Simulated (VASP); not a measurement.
# Bi (Im-3m) in VASP: a series of runs

Runs on Bi. Level: LDA. Tasks: single point, relaxation of cell and atoms.

Everything below comes from runs of VASP 6.6.1. Logs are shortened: lines on timing, memory, paths and dates and some standing lists are left out, and cuts for length are marked.

### Step 1. The cell of the first run

The structure is cubic, space group Im-3m (No. 229). The conventional cell has a = 3.882 Å, b = 3.882 Å, c = 3.882 Å, α = 90.00°, β = 90.00°, γ = 90.00°. Bi (site symmetry m-3m) has 14 Bi at 3.36 to 3.88 Å within 4.4 Å.

### Step 2. Single point, LDA

File INCAR:

```
PREC = Accurate
ENCUT = 520
EDIFF = 1E-6
ISMEAR = 0
SIGMA = 0.1
LREAL = F
LASPH = T
NELM = 100
ALGO = Fast
ISIF = 2
LWAVE = F
LCHARG = F
NBANDS = 14
```

File KPOINTS:

```
Automatic mesh
0
Gamma
  16 16 16
```

File POSCAR:

```
Bi
1.0
   -1.9411403367      1.9411403367      1.9411403367
    1.9411403367     -1.9411403367      1.9411403367
    1.9411403367      1.9411403367     -1.9411403367
Bi
1
Direct
    0.0000000000      0.0000000000      0.0000000000
```

Potentials or basis: VASP PAW LDA potentials, release 64 (Bi_d).

The run is started by

```
$ cat potpaw_LDA.64/Bi_d/POTCAR > POTCAR
$ mpirun -np 1 vasp_std > vasp.out
```

OUTCAR:

```text
PREC = Accurate
   ENCUT = 520
   EDIFF = 1E-6
   ISMEAR = 0
   LREAL = F
   LASPH = T
   NELM = 100
   ISIF = 2

 ion  position               nearest neighbor table
   1  0.000  0.000  0.000-

  LATTYP: Found a body centered cubic cell.
 ALAT       =     3.8822806734

  Lattice vectors:

 A1 = (  -1.9411403367,   1.9411403367,   1.9411403367)
 A2 = (   1.9411403367,  -1.9411403367,   1.9411403367)
 A3 = (   1.9411403367,   1.9411403367,  -1.9411403367)

Analysis of symmetry for initial positions (statically):
=====================================================================
 Subroutine PRICEL returns:
 Original cell was already a primitive cell.

 Routine SETGRP: Setting up the symmetry group for a
 body centered cubic supercell.

 Subroutine GETGRP returns: Found 48 space group operations
 (whereof 48 operations were pure point group operations)
 out of a pool of 48 trial point group operations.

The static configuration has the point symmetry O_h .

Analysis of symmetry for dynamics (positions and initial velocities):
=====================================================================
 Subroutine PRICEL returns:
 Original cell was already a primitive cell.

 Routine SETGRP: Setting up the symmetry group for a
 body centered cubic supercell.

 Subroutine GETGRP returns: Found 48 space group operations
 (whereof 48 operations were pure point group operations)
 out of a pool of 48 trial point group operations.

The dynamic configuration has the point symmetry O_h .

 Subroutine INISYM returns: Found 48 space group operations
 (whereof 48 operations are pure point group operations),
 and found     1 'primitive' translations

----------------------------------------------------------------------------------------

                                     Primitive cell

  volume of cell :      29.2571

  direct lattice vectors                    reciprocal lattice vectors
    -1.941140337  1.941140337  1.941140337     0.000000000  0.257580552  0.257580552
     1.941140337 -1.941140337  1.941140337     0.257580552  0.000000000  0.257580552
     1.941140337  1.941140337 -1.941140337     0.257580552  0.257580552  0.000000000

  length of vectors
     3.362153688  3.362153688  3.362153688     0.364273910  0.364273910  0.364273910

  position of ions in fractional coordinates (direct lattice)
     0.000000000  0.000000000  0.000000000

  ion indices of the primitive-cell ions
[... 77 lines left out ...]
   NSW    =      0    number of steps for IOM
   IBRION =     -1    ionic relax: 0-MD 1-quasi-New 2-CG
   NFREE  =      0    steps in history (QN), initial steepest desc. (CG)
   ISIF   =      2    stress and relaxation
   ISYM   =      2    0-nonsym 1-usesym 2-fastsym
   POTIM  = 0.5000    time-step for ionic-motion
   TEBEG  =    0.0;   TEEND  =   0.0 temperature during run
   PSTRESS=    0.0 pullay stress
   NELECT =      15.0000    total number of electrons
   NUPDOWN=      -1.0000    fix difference up-down
   EMIN   =  10.00;   EMAX   =-10.00  energy-range for DOS
   EFERMI =   0.00;   METHOD = LEGACY
   ISMEAR =     0;   SIGMA  =   0.10  broadening in eV -4-tet -1-fermi 0-gaus
   EFERMI_NEDOS =   21; number of points for ismear=-14 and -15
   IALGO  =     68    algorithm
   IMIX   =      4    mixing-type and parameters
     AMIX     =   0.40;   BMIX     =  1.00
     AMIX_MAG =   1.60;   BMIX_MAG =  1.00
  volume/ion in A,a.u.               =      29.26       197.44
  Fermi-wavevector in a.u.,A,eV,Ry     =   1.310273  2.476056 23.358676  1.716814
  Thomas-Fermi vector in A             =   2.440814
   LORBIT       =      0    0 simple, 1 ext, 2 COOP (PROOUT), +10 PAW based schemes
   GGA     = CA    functional components
   LHFCALC =     F    Hartree Fock is set to
   AEXX    =    0.0000 exact exchange contribution
   IVDW    =     0    specifies the selected vdW correction
   LEPSILON=     F    determine dielectric tensor
   LRPA    =     F    only Hartree local field effects (RPA)
 non-spin polarized calculation
 RMM-DIIS sequential band-by-band and
 Gauss-broadening in eV      SIGMA  =   0.10
  energy-cutoff  :      520.00
  volume of cell :       29.26
 maximum number of plane-waves:       802
 NGX is ok and might be reduce to    28
   NGX = 13   NGY = 13   NGZ = 13

 number of electron      15.0000005 magnetization

 Free energy of the ion-electron system (eV)
  ---------------------------------------------------
  ext. energy  EPLUGINS =         0.00000000
  ---------------------------------------------------
  free energy    TOTEN  =        -4.46743563 eV

  energy without entropy =       -4.46435177  energy(sigma->0) =       -4.46589370

 E-fermi :   8.4490     XC(G=0): -10.8270

 val. band max:        8.4087297587   @ k =  -0.1875   0.2500   0.1250
 cond. band min:       8.4569062687   @ k =   0.3125   0.1250   0.0625
 fundamental gap:      0.0481765100
 Fermi energy:         8.4490357659

 k-point     1 :       0.0000    0.0000    0.0000
  band No.  band energies     occupation
      1     -14.5602      2.00000
      2     -14.5602      2.00000
      3     -14.5602      2.00000
      4     -14.3999      2.00000
      5     -14.3999      2.00000
      6      -5.5085      2.00000
      7      13.9739      0.00000
      8      13.9739      0.00000
      9      13.9739      0.00000
     10      18.5277      0.00000
     11      18.9993      0.00000
     12      18.9993      0.00000
     13      18.9993      0.00000
     14      20.5938      0.00000
[... 377 lines left out ...]
      1     -14.5769      2.00000
      2     -14.5119      2.00000
      3     -14.4250      2.00000
      4     -14.4161      2.00000
      5     -14.3583      2.00000
      6      -2.9151      2.00000
      7       5.3525      2.00000
      8       8.3057      1.95729
      9      11.5131      0.00000
     10      16.7402      0.00000
     11      18.1215      0.00000
     12      20.4709      0.00000
     13      22.7192      0.00000
     14      22.9556      0.00000

 [... further k-points ...]
[... 5 lines left out ...]
  --------------------------------------------------------------------------------------
  -------------------------------------------------------------------------------------
  Total        0.0203744      0.0203744      0.0203744     -0.0000000     -0.0000000     -0.0000000
  in kB        1.1157418      1.1157418      1.1157418     -0.0000000     -0.0000000     -0.0000000
  external PRESSURE =       1.1157418 kB  Pullay stress =       0.0000000 kB

 VOLUME and BASIS-vectors are now :
 -----------------------------------------------------------------------------
  energy-cutoff  :      520.00
  volume of cell :       29.26
      direct lattice vectors                 reciprocal lattice vectors
    -1.941140337  1.941140337  1.941140337     0.000000000  0.257580552  0.257580552
     1.941140337 -1.941140337  1.941140337     0.257580552  0.000000000  0.257580552
     1.941140337  1.941140337 -1.941140337     0.257580552  0.257580552  0.000000000

 POSITION                                       TOTAL-FORCE (eV/Angst)
 -----------------------------------------------------------------------------------
      0.00000      0.00000      0.00000         0.000000      0.000000      0.000000
 -----------------------------------------------------------------------------------
    total drift:                                0.000000     -0.000000     -0.000000

  FREE ENERGIE OF THE ION-ELECTRON SYSTEM (eV)
  ---------------------------------------------------
  free  energy   TOTEN  =        -4.4674356251 eV

  energy  without entropy=       -4.4643517749  energy(sigma->0) =       -4.46589370
```

OSZICAR:

```text
N       E                     dE             d eps       ncg     rms          rms(c)
DAV:   1     0.113835861279E+03    0.11384E+03   -0.76531E+03  4116   0.125E+03
DAV:   2     0.209884097730E+01   -0.11174E+03   -0.10816E+03  4432   0.341E+02
DAV:   3    -0.432009389534E+01   -0.64189E+01   -0.63977E+01  5088   0.789E+01
DAV:   4    -0.447042640676E+01   -0.15033E+00   -0.15030E+00  5182   0.128E+01
DAV:   5    -0.447636107360E+01   -0.59347E-02   -0.59345E-02  5770   0.232E+00    0.481E-01
RMM:   6    -0.446956577077E+01    0.67953E-02   -0.66797E-03  4988   0.964E-01    0.275E-01
RMM:   7    -0.446743764881E+01    0.21281E-02   -0.51745E-03  4955   0.726E-01    0.715E-02
RMM:   8    -0.446740736437E+01    0.30284E-04   -0.10004E-03  5809   0.384E-01    0.951E-03
RMM:   9    -0.446743212435E+01   -0.24760E-04   -0.24447E-04  6648   0.137E-01    0.736E-03
RMM:  10    -0.446743414315E+01   -0.20188E-05   -0.37079E-05  5561   0.813E-02    0.308E-03
RMM:  11    -0.446743533542E+01   -0.11923E-05   -0.18864E-05  6403   0.413E-02    0.186E-03
RMM:  12    -0.446743562505E+01   -0.28964E-06   -0.32337E-06  3727   0.160E-02
   1 F= -.44674356E+01 E0= -.44658937E+01  d E =-.308385E-02
```

stdout:

```text
POSCAR found type information on POSCAR Bi
 POSCAR found :  1 types and       1 ions
 scaLAPACK will be used
 LDA part: xc-table for (Slater(with rela. corr.)+CA(PZ))
 , standard interpolation
 POSCAR, INCAR and KPOINTS ok, starting setup
 FFT: planning ... GRIDC
 FFT: planning ... GRID_SOFT
 FFT: planning ... GRID
 WAVECAR not read
 entering main loop
WARNING in EDDRMM: call to ZHEGV failed, returncode =   8  4     13
```

It took 45 s on 1 thread of Intel Xeon Platinum 8375C at 2.90GHz (Ice Lake), shared host; peak memory 0.17 GiB.

Results:

| Quantity | Value |
| --- | --- |
| Free energy | -4.4674 eV |
| Pressure | 0.1 GPa |

Levels at points of the mesh, in eV from the Fermi level:
| k point | band 5 | band 6 | band 7 | band 8 | band 9 | band 10 |
| --- | --- | --- | --- | --- | --- | --- |
| (0.00, 0.00, 0.00) | -22.85 | -13.96 | 5.52 | 5.52 | 5.52 | 10.08 |
| (0.50, 0.00, 0.00) | -22.75 | -10.56 | -5.41 | 1.67 | 3.61 | 6.29 |
| (0.50, 0.50, 0.50) | -22.77 | -8.17 | -1.94 | -1.94 | -1.94 | 3.57 |

Caveat: spin-orbit coupling is left out, which moves the levels of the heavy elements.

### Step 3. Relaxation of cell and atoms, LDA

This run uses another cell than the first one, of 31.12 Å³/atom, 1.064 times its volume.

File INCAR:

```
SYSTEM = Bi
PREC = Accurate ; ENCUT = 600
EDIFF = 1E-6 ; ISMEAR = 0
SIGMA = 0.1 ; LREAL = .FALSE.
LASPH = .TRUE. ; NELM = 100
ALGO = Normal ; ISIF = 3
LWAVE = .FALSE. ; LCHARG = .FALSE.
IBRION = 2 ; NSW = 100
EDIFFG = -0.005
```

File KPOINTS:

```
Automatic mesh
0
G
  16 16 16
  0 0 0
```

File POSCAR:

```
Bi
1.0
   -1.9814305318      1.9814305318      1.9814305318
    1.9814305318     -1.9814305318      1.9814305318
    1.9814305318      1.9814305318     -1.9814305318
Bi
1
Direct
    0.0000000000      0.0000000000      0.0000000000
```

Potentials or basis: VASP PAW LDA potentials, release 64 (Bi_d).

The run is started by

```
$ cat potpaw_LDA.64/Bi_d/POTCAR > POTCAR
$ mpirun -np 1 vasp_std > vasp.out
```

Run time: 3.6 min. Hardware: 1 thread of Intel Xeon Platinum 8375C at 2.90GHz (Ice Lake), shared host; peak memory 0.19 GiB.

The run converged. Its results:

| Item | Value |
| --- | --- |
| Free energy | -4.4676 eV |
| Relaxed volume | 29.23 Å³/atom |
| Relaxed cell | a = 3.361 Å, b = 3.361 Å, c = 3.361 Å, α = 109.47°, β = 109.47°, γ = 109.47° |
| Space group after relaxing (to 0.05 Å) | Im-3m (No. 229) |
| Energy gained by relaxing | 19.1 meV/atom |
| Ionic steps | 17 |
| Pressure after relaxing | 0.0 GPa |

The path:
| step | energy change (eV) | largest force (eV/Å) | pressure (GPa) | volume (Å³) |
| --- | --- | --- | --- | --- |
| 1 | 0.0000 | 0.0000 | -3.16 | 31.12 |
| 2 | -0.0134 | 0.0000 | 2.10 | 28.44 |
| 3 | -0.0192 | 0.0000 | 0.04 | 29.32 |
| 4 | -0.0192 | 0.0000 | 0.05 | 29.35 |
| 5 | -0.0140 | 0.0000 | -1.76 | 30.23 |
| 6 | -0.0191 | 0.0000 | -0.14 | 29.39 |
| 7 | -0.0191 | 0.0000 | -0.13 | 29.38 |
| 8 | -0.0191 | 0.0000 | -0.14 | 29.37 |
| 9 | -0.0191 | 0.0000 | -0.09 | 29.37 |
| 10 | -0.0191 | 0.0000 | -0.10 | 29.37 |
| 11 | -0.0191 | 0.0000 | -0.12 | 29.37 |
| 12 | -0.0191 | 0.0000 | -0.14 | 29.37 |
| 13 | -0.0191 | 0.0000 | -0.09 | 29.36 |
| 14 | -0.0192 | 0.0000 | -0.09 | 29.35 |
| 15 | -0.0192 | 0.0000 | -0.07 | 29.34 |
| 16 | -0.0192 | 0.0000 | -0.05 | 29.30 |
| 17 | -0.0191 | 0.0000 | 0.01 | 29.23 |

Final structure:
```
Bi
1.0
    -1.94048    1.94048    1.94048
     1.94048   -1.94048    1.94048
     1.94048    1.94048   -1.94048
Bi
1
Direct
  0.00000 0.00000 0.00000
```

Levels at points of the mesh, in eV from the Fermi level:
| k point | band 3 | band 4 | band 5 | band 6 | band 7 | band 8 | band 9 | band 10 | band 11 |
| --- | --- | --- | --- | --- | --- | --- | --- | --- | --- |
| (0.00, 0.00, 0.00) | -23.01 | -22.84 | -22.84 | -13.97 | 5.53 | 5.53 | 5.53 | 10.09 | 10.55 |
| (0.50, 0.00, 0.00) | -22.85 | -22.85 | -22.74 | -10.56 | -5.42 | 1.67 | 3.62 | 6.30 | 7.82 |
| (0.50, 0.50, 0.50) | -22.77 | -22.77 | -22.77 | -8.17 | -1.94 | -1.94 | -1.94 | 3.57 | 3.57 |

Caveat: spin-orbit coupling is left out, which moves the levels of the heavy elements.
